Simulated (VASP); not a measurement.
# Nb (Im-3m) in VASP: notebook, part 2 of 2

VASP 6.6.1.

**6. Single point, LDA+U (volume scaled by 1.04)**

The input, INCAR:

```
PREC = Accurate
ENCUT = 500
EDIFF = 1E-6
ISMEAR = 1
SIGMA = 0.01
LREAL = F
LASPH = T
NELM = 200
ALGO = Normal
ISIF = 2
LWAVE = F
LCHARG = T
LMAXMIX = 4
LDAU = T
LDAUTYPE = 2
LDAUL = 2
LDAUU = 4
LDAUJ = 0
LDAUPRINT = 1
GGA = CA
LELF = T
LVHAR = T
NBANDS = 12
GGA_COMPAT = F
```

The input, KPOINTS:

```
Automatic mesh
0
Gamma
  11 11 11
```

The input, POSCAR:

```
Nb
1.0
   -1.6858465900      1.6858465900      1.6858465900
    1.6858465900     -1.6858465900      1.6858465900
    1.6858465900      1.6858465900     -1.6858465900
Nb
1
Direct
    0.0000000000      0.0000000000      0.0000000000
```

Potentials or basis: VASP PAW LDA potentials, release 64 (Nb_sv).

On the command line:

```sh
cat potpaw_LDA.64/Nb_sv/POTCAR > POTCAR
mpirun -np 1 vasp_std > vasp.out
```

OUTCAR:

```text
PREC = Accurate
   ENCUT = 500
   EDIFF = 1E-6
   ISMEAR = 1
   LREAL = F
   LASPH = T
   NELM = 200
   ISIF = 2
   GGA = CA

 ion  position               nearest neighbor table
   1  0.000  0.000  0.000-

  LATTYP: Found a body centered cubic cell.
 ALAT       =     3.3716931800

  Lattice vectors:

 A1 = (  -1.6858465900,   1.6858465900,   1.6858465900)
 A2 = (   1.6858465900,  -1.6858465900,   1.6858465900)
 A3 = (   1.6858465900,   1.6858465900,  -1.6858465900)

Analysis of symmetry for initial positions (statically):
=====================================================================
 Subroutine PRICEL returns:
 Original cell was already a primitive cell.

 Routine SETGRP: Setting up the symmetry group for a
 body centered cubic supercell.

 Subroutine GETGRP returns: Found 48 space group operations
 (whereof 48 operations were pure point group operations)
 out of a pool of 48 trial point group operations.

The static configuration has the point symmetry O_h .

Analysis of symmetry for dynamics (positions and initial velocities):
=====================================================================
 Subroutine PRICEL returns:
 Original cell was already a primitive cell.

 Routine SETGRP: Setting up the symmetry group for a
 body centered cubic supercell.

 Subroutine GETGRP returns: Found 48 space group operations
 (whereof 48 operations were pure point group operations)
 out of a pool of 48 trial point group operations.

The dynamic configuration has the point symmetry O_h .

 Subroutine INISYM returns: Found 48 space group operations
 (whereof 48 operations are pure point group operations),
 and found     1 'primitive' translations

----------------------------------------------------------------------------------------

                                     Primitive cell

  volume of cell :      19.1652

  direct lattice vectors                    reciprocal lattice vectors
    -1.685846590  1.685846590  1.685846590     0.000000000  0.296586892  0.296586892
     1.685846590 -1.685846590  1.685846590     0.296586892  0.000000000  0.296586892
     1.685846590  1.685846590 -1.685846590     0.296586892  0.296586892  0.000000000

  length of vectors
     2.919971948  2.919971948  2.919971948     0.419437205  0.419437205  0.419437205

  position of ions in fractional coordinates (direct lattice)
     0.000000000  0.000000000  0.000000000

  ion indices of the primitive-cell ions
   primitive index   ion index
                 1           1

----------------------------------------------------------------------------------------

 KPOINTS: Automatic mesh

Automatic generation of k-mesh.
 Grid dimensions read from file:
 generate k-points for:   11   11   11
[... 87 lines left out ...]
  Thomas-Fermi vector in A             =   2.557385
   LORBIT       =      0    0 simple, 1 ext, 2 COOP (PROOUT), +10 PAW based schemes
 LDA+U is selected, type is set to LDAUTYPE =  2
   angular momentum for each species LDAUL =     2
   U (eV)           for each species LDAUU =   4.0
   J (eV)           for each species LDAUJ =   0.0
   GGA     = CA    functional components
   LHFCALC =     F    Hartree Fock is set to
   AEXX    =    0.0000 exact exchange contribution
   IVDW    =     0    specifies the selected vdW correction
   LEPSILON=     F    determine dielectric tensor
   LRPA    =     F    only Hartree local field effects (RPA)
 non-spin polarized calculation
 Methfessel and Paxton  Order N= 1 SIGMA  =   0.01
  energy-cutoff  :      500.00
  volume of cell :       19.17
 maximum number of plane-waves:       494
 NGX is ok and might be reduce to    24
   NGX = 11   NGY = 11   NGZ = 11

atom =   1  type =  1  l = 2

 onsite density matrix

spin component  1

  0.2433  0.0000  0.0000 -0.0000 -0.0000
  0.0000  0.2433  0.0000  0.0000 -0.0000
  0.0000  0.0000  0.1720  0.0000  0.0000
 -0.0000  0.0000  0.0000  0.2433 -0.0000
 -0.0000 -0.0000  0.0000 -0.0000  0.1720

spin component  2

  0.2433  0.0000  0.0000 -0.0000 -0.0000
  0.0000  0.2433  0.0000  0.0000 -0.0000
  0.0000  0.0000  0.1720  0.0000  0.0000
 -0.0000  0.0000  0.0000  0.2433 -0.0000
 -0.0000 -0.0000  0.0000 -0.0000  0.1720

 occupancies and eigenvectors

  o =  0.1720  v =  0.0000 -0.0000 -0.5980 -0.0000 -0.8015  0.0000  0.0000  0.0000  0.0000  0.0000      0.0000  0.0000  0.0000  0.0000  0.0000  0.0000  0.0000  0.0000  0.0000  0.0000
  o =  0.1720  v =  0.0000  0.0000  0.0000  0.0000  0.0000  0.0000 -0.0000 -0.5980 -0.0000 -0.8015      0.0000  0.0000  0.0000  0.0000  0.0000  0.0000  0.0000  0.0000  0.0000  0.0000
  o =  0.1720  v =  0.0000 -0.0000  0.8015 -0.0000 -0.5980  0.0000  0.0000  0.0000  0.0000  0.0000      0.0000  0.0000  0.0000  0.0000  0.0000  0.0000  0.0000  0.0000  0.0000  0.0000
  o =  0.1720  v =  0.0000  0.0000  0.0000  0.0000  0.0000  0.0000 -0.0000  0.8015 -0.0000 -0.5980      0.0000  0.0000  0.0000  0.0000  0.0000  0.0000  0.0000  0.0000  0.0000  0.0000
  o =  0.2433  v =  0.0000  0.0697 -0.0000  0.9976 -0.0000  0.0000  0.0000  0.0000  0.0000  0.0000      0.0000  0.0000  0.0000  0.0000  0.0000  0.0000  0.0000  0.0000  0.0000  0.0000
  o =  0.2433  v =  0.0000  0.0000  0.0000  0.0000  0.0000  0.0000  0.0697 -0.0000  0.9976 -0.0000      0.0000  0.0000  0.0000  0.0000  0.0000  0.0000  0.0000  0.0000  0.0000  0.0000
  o =  0.2433  v =  0.0000  0.0000  0.0000  0.0000  0.0000  0.0000  0.9976 -0.0000 -0.0697  0.0000      0.0000  0.0000  0.0000  0.0000  0.0000  0.0000  0.0000  0.0000  0.0000  0.0000
  o =  0.2433  v =  0.0000  0.9976 -0.0000 -0.0697  0.0000  0.0000  0.0000  0.0000  0.0000  0.0000      0.0000  0.0000  0.0000  0.0000  0.0000  0.0000  0.0000  0.0000  0.0000  0.0000
  o =  0.2433  v =  0.0000  0.0000  0.0000  0.0000  0.0000  1.0000  0.0000  0.0000  0.0000  0.0000      0.0000  0.0000  0.0000  0.0000  0.0000  0.0000  0.0000  0.0000  0.0000  0.0000
  o =  0.2433  v =  1.0000  0.0000  0.0000  0.0000  0.0000  0.0000  0.0000  0.0000  0.0000  0.0000      0.0000  0.0000  0.0000  0.0000  0.0000  0.0000  0.0000  0.0000  0.0000  0.0000

 number of electron      13.0000000 magnetization

 Free energy of the ion-electron system (eV)
  ---------------------------------------------------
  ext. energy  EPLUGINS =         0.00000000
  ---------------------------------------------------
  free energy    TOTEN  =        -7.59956189 eV

  energy without entropy =       -7.59956792  energy(sigma->0) =       -7.59956390

 E-fermi :  10.5761     XC(G=0): -12.4400

 val. band max:       10.5700506199   @ k =  -0.3636   0.3636   0.0909
 cond. band min:      10.6160636220   @ k =  -0.1818   0.2727   0.0909
 fundamental gap:      0.0460130021
 Fermi energy:        10.5760652751

 k-point     1 :       0.0000    0.0000    0.0000
  band No.  band energies     occupation
      1     -44.3350      2.00000
      2     -19.8824      2.00000
      3     -19.8824      2.00000
      4     -19.8824      2.00000
      5       4.2936      2.00000
      6      11.1069      0.00000
      7      11.1069      0.00000
      8      11.1069      0.00000
      9      14.0561      0.00000
     10      14.0561      0.00000
     11      24.2123      0.00000
     12      24.2123      0.00000
[... 331 lines left out ...]
 k-point    24 :       0.3636    0.1818    0.0909
  band No.  band energies     occupation
      1     -44.1332      2.00000
      2     -20.8001      2.00000
      3     -20.3868      2.00000
      4     -20.0648      2.00000
      5       8.2787      2.00000
      6       9.1645      2.00000
      7      10.6433     -0.00000
      8      14.3640      0.00000
      9      14.7985      0.00000
     10      19.0636      0.00000
     11      19.8620      0.00000
     12      22.5283      0.00000

 [... further k-points ...]

------------------------ aborting loop because EDIFF is reached ----------------------------------------

  FORCE on cell =-STRESS in cart. coord.  units (eV):
  Direction    XX          YY          ZZ          XY          YZ          ZX
  --------------------------------------------------------------------------------------
  -------------------------------------------------------------------------------------
  Total       -0.9313289     -0.9313289     -0.9313289      0.0000000      0.0000000      0.0000000
  in kB      -77.8573298    -77.8573298    -77.8573298      0.0000000      0.0000000      0.0000000
  external PRESSURE =     -77.8573298 kB  Pullay stress =       0.0000000 kB

 VOLUME and BASIS-vectors are now :
 -----------------------------------------------------------------------------
  energy-cutoff  :      500.00
  volume of cell :       19.17
      direct lattice vectors                 reciprocal lattice vectors
    -1.685846590  1.685846590  1.685846590     0.000000000  0.296586892  0.296586892
     1.685846590 -1.685846590  1.685846590     0.296586892  0.000000000  0.296586892
     1.685846590  1.685846590 -1.685846590     0.296586892  0.296586892  0.000000000

 POSITION                                       TOTAL-FORCE (eV/Angst)
 -----------------------------------------------------------------------------------
      0.00000      0.00000      0.00000        -0.000000      0.000000      0.000000
 -----------------------------------------------------------------------------------
    total drift:                                0.000000      0.000000      0.000000

  FREE ENERGIE OF THE ION-ELECTRON SYSTEM (eV)
  ---------------------------------------------------
  free  energy   TOTEN  =        -7.5995618891 eV

  energy  without entropy=       -7.5995679236  energy(sigma->0) =       -7.59956390
```

OSZICAR:

```text
N       E                     dE             d eps       ncg     rms          rms(c)
DAV:   1     0.120478191462E+03    0.12048E+03   -0.69900E+03  1352   0.105E+03
DAV:   2    -0.277403561710E+01   -0.12325E+03   -0.11842E+03  1616   0.408E+02
DAV:   3    -0.796215898810E+01   -0.51881E+01   -0.49350E+01  2112   0.703E+01
DAV:   4    -0.819275147158E+01   -0.23059E+00   -0.22912E+00  1856   0.129E+01
DAV:   5    -0.820275748996E+01   -0.10006E-01   -0.10003E-01  2160   0.264E+00    0.431E+00
DAV:   6    -0.765783943246E+01    0.54492E+00   -0.82381E-01  2172   0.128E+01    0.219E+00
DAV:   7    -0.759280836372E+01    0.65031E-01   -0.25176E-01  2224   0.689E+00    0.127E+00
DAV:   8    -0.759930977005E+01   -0.65014E-02   -0.24195E-02  1652   0.207E+00    0.608E-02
DAV:   9    -0.759949969077E+01   -0.18992E-03   -0.12102E-03  2308   0.328E-01    0.474E-02
DAV:  10    -0.759956325587E+01   -0.63565E-04   -0.75707E-05  1920   0.109E-01    0.186E-02
DAV:  11    -0.759956171411E+01    0.15418E-05   -0.22539E-05  1800   0.614E-02    0.284E-03
DAV:  12    -0.759956188913E+01   -0.17502E-06   -0.50109E-07  1124   0.955E-03
   1 F= -.75995619E+01 E0= -.75995639E+01  d E =0.603449E-05
```

stdout:

```text
POSCAR found type information on POSCAR Nb
 POSCAR found :  1 types and       1 ions
 scaLAPACK will be used
 LDA part: xc-table for (Slater(with rela. corr.)+CA(PZ))
 , standard interpolation
 POSCAR, INCAR and KPOINTS ok, starting setup
 FFT: planning ... GRIDC
 FFT: planning ... GRID_SOFT
 FFT: planning ... GRID
 WAVECAR not read
 entering main loop
```

It took 4.4 s on 1 thread of Intel Xeon 6975P-C (Granite Rapids), shared host; peak memory 0.13 GiB.

What came out:

- Free energy: -7.5996 eV
- Pressure: -7.8 GPa

Levels at points of the mesh, in eV from the Fermi level:
```csv
k point,band 3,band 4,band 5,band 6,band 7,band 8,band 9,band 10
"(0.00, 0.00, 0.00)",-30.46,-30.46,-6.28,0.53,0.53,0.53,3.48,3.48
```

Eigenvalues of the final occupation matrices:
```csv
site,spin,trace,eigenvalues
site 1 d,1,1.07,0.17 0.17 0.24 0.24 0.24
site 1 d,2,1.07,0.17 0.17 0.24 0.24 0.24
```

Caveat: U without spin polarisation on a metal has little footing; the U is typed as a test and isn't derived for this compound.

**7. Summary**

| cell | gap on the mesh (eV) | pressure (GPa) |
| --- | --- | --- |
| a = 2.843 Å, angles 109.5°, 1 atom | none | 6.5 |
| a = 2.863 Å, angles 109.5°, 1 atom | none | 2.1 |
| a = 2.882 Å, angles 109.5°, 1 atom | none | -1.3 |
| a = 2.901 Å, angles 109.5°, 1 atom | none | -4.5 |
| a = 2.920 Å, angles 109.5°, 1 atom | none | -7.8 |

Alike in all rows: task single point; level LDA+U; potentials or basis VASP PAW LDA potentials, release 64 (Nb_sv); no spin polarisation; Nb d U = 4.0 eV; k mesh 11 × 11 × 11; cutoff (eV) 500; smearing methfessel-paxton 0.01 eV.

Caveats: U without spin polarisation on a metal has little footing; the U is typed as a test and isn't derived for this compound.

Absolute energies hang on the potentials; compare differences alone.
